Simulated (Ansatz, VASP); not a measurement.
**Cd3HgTe4: VASP beside Ansatz**

```
CELL_PARAMETERS angstrom
4.70345 0.00000 0.00000
0.00000 4.70345 0.00000
0.00000 0.00000 13.14323
ATOMIC_POSITIONS crystal
Cd 0.50000 0.50000 0.25053
Cd 0.00000 0.00000 0.50000
Cd 0.50000 0.50000 0.74947
Hg 0.00000 0.00000 0.00000
Te 0.50000 0.00000 0.37530
Te 0.00000 0.50000 0.62470
Te 0.50000 0.00000 0.87380
Te 0.00000 0.50000 0.12620
```

Alike in both runs: functional PBE; k mesh 4 × 4 × 2; occupations gaussian, width 0.1 eV; no spin polarisation.

Ansatz relaxed the structure, and its values are those at the end. VASP's run is a single point on that final structure, the one shown.

```csv
,VASP,Ansatz
version,VASP 6.6.1,Ansatz 0.2.0
potentials or method,"VASP PAW PBE potentials, release 64 (Cd, Hg, Te), cutoff 520 eV","scalar-relativistic, plane waves, PAW"
valence electrons in the cell,72,144
```

VASP gave:

| Property | Result |
| --- | --- |
| gap on the k mesh at the Fermi level (eV) | 0.16 |
| least direct gap on the mesh (eV) | 0.16 |
| pressure (GPa) | 0.2 |

Question: Which values does Ansatz return?

Answer: gap on the k mesh at the Fermi level (eV): 0.17; least direct gap on the mesh (eV): 0.17; pressure (GPa): 0.1.

The functional is the same, so the differences come from potentials, cutoffs and numerics. VASP's potentials hold 72 valence electrons a cell and Ansatz's 144, so a difference there can come from the potentials and not from the codes.

Spin-orbit coupling is off throughout.
